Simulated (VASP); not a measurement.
Wanted: the native input for a VASP 6.6.1 run.

```
Task                   : relaxation of cell and atoms
Functional             : PBE
Potentials or basis    : VASP PAW PBE potentials, release 64 (K_sv, Sb)
Cutoff                 : 600 eV
k mesh                 : 10 × 10 × 10
Occupations            : gaussian, width 0.1 eV
Spin                   : no spin polarisation
Dipole correction      : no
Further INCAR settings : ALGO = Normal; EDIFF = 1e-07; IBRION = 2; EDIFFG = -0.01; NSW = 100; ISIF = 3
```

The structure of KSb3 lies in POSCAR:

```
KSb3
1.0
    4.8981892291      0.0000000000      0.0000000000
    0.0000000000      4.8981892291      0.0000000000
    0.0000000000      0.0000000000      4.8981892291
K Sb
1 3
Direct
    0.0000000000      0.0000000000      0.0000000000
    0.0000000000      0.5000000000      0.5000000000
    0.5000000000      0.0000000000      0.5000000000
    0.5000000000      0.5000000000      0.0000000000
```

One way to write it, as run:

INCAR

```
PREC = Accurate ; ENCUT = 600
EDIFF = 1E-7 ; ISMEAR = 0
SIGMA = 0.1 ; LREAL = F
LASPH = T ; NELM = 100
ALGO = Normal ; ISIF = 3
LWAVE = F ; LCHARG = F
GGA = PE ; IBRION = 2
NSW = 100 ; EDIFFG = -0.01
```

KPOINTS

```
regular mesh
0
Gamma
  10 10 10
```

Potentials or basis: VASP PAW PBE potentials, release 64 (K_sv, Sb).

Run with:

```bash
$ cat potpaw_PBE.64/K_sv/POTCAR potpaw_PBE.64/Sb/POTCAR > POTCAR
$ mpirun -np 1 vasp_std > vasp.out
```

Results of the run:

```
Relaxed volume                        : 29.15 Å³/atom
Relaxed cell                          : a = 4.886 Å, b = 4.886 Å, c = 4.886 Å, α = 90.00°, β = 90.00°, γ = 90.00°
Space group after relaxing (to 0.1 Å) : Pm-3m (No. 221)
Energy gained by relaxing             : 0.2 meV/atom
Ionic steps                           : 2
Pressure after relaxing               : 0.0 GPa
Band gap on the k mesh                : zero (bands 12 and 13 overlap by 3.64 eV)
```

Caveat: spin-orbit coupling is left out, which moves the levels of the heavy elements.

Wall time 69 s on 1 thread of Intel(R) Xeon(R) 6975P-C (Granite Rapids), with other jobs on the host, peak memory 0.32 GiB.
